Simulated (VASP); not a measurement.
Crystal: Lu.

```
Lu
1.0
    -1.86260    1.86260    1.86260
     1.86260   -1.86260    1.86260
     1.86260    1.86260   -1.86260
Lu
1
Direct
  0.00000 0.00000 0.00000
```

```yaml
Program: VASP 6.6.1
Task: relaxation of cell and atoms
Functional: PBE
Potentials_or_basis: VASP PAW PBE potentials, release 64 (Lu)
Cutoff: 600 eV
k_mesh: 15 × 15 × 15
Occupations: fermi-dirac, width 0.08 eV
Spin: no spin polarisation
```

At the start: pressure 7.6 GPa; volume 25.85 Å³/atom.

How do energy, volume and symmetry change on relaxing?

Over 12 steps the energy falls by 84.2 meV/atom and the volume is 29.68 Å³/atom (+14.8 %); space group Im-3m (No. 229, to 0.05 Å).

The path:
| step | energy change (eV) | largest force (eV/Å) | pressure (GPa) | volume (Å³) |
| --- | --- | --- | --- | --- |
| 1 | 0.0000 | 0.0000 | 7.58 | 25.85 |
| 2 | -0.0803 | 0.0000 | -1.23 | 30.70 |
| 3 | -0.0842 | 0.0000 | -0.05 | 29.75 |
| 4 | -0.0842 | 0.0000 | 0.11 | 29.67 |
| 5 | -0.0842 | 0.0000 | 0.09 | 29.67 |
| 6 | -0.0842 | 0.0000 | 0.21 | 29.68 |
| 7 | -0.0842 | 0.0000 | 0.24 | 29.68 |
| 8 | -0.0842 | 0.0000 | 0.11 | 29.68 |
| 9 | -0.0842 | 0.0000 | 0.12 | 29.68 |
| 10 | -0.0842 | 0.0000 | 0.11 | 29.68 |
| 11 | -0.0842 | 0.0000 | 0.09 | 29.68 |
| 12 | -0.0842 | 0.0000 | 0.02 | 29.68 |

Final structure:
```xyz
1
Lattice="-1.9504 1.9504 1.9504 1.9504 -1.9504 1.9504 1.9504 1.9504 -1.9504" Properties=species:S:1:pos:R:3 pbc="T T T"
Lu    0.0000    0.0000    0.0000
```
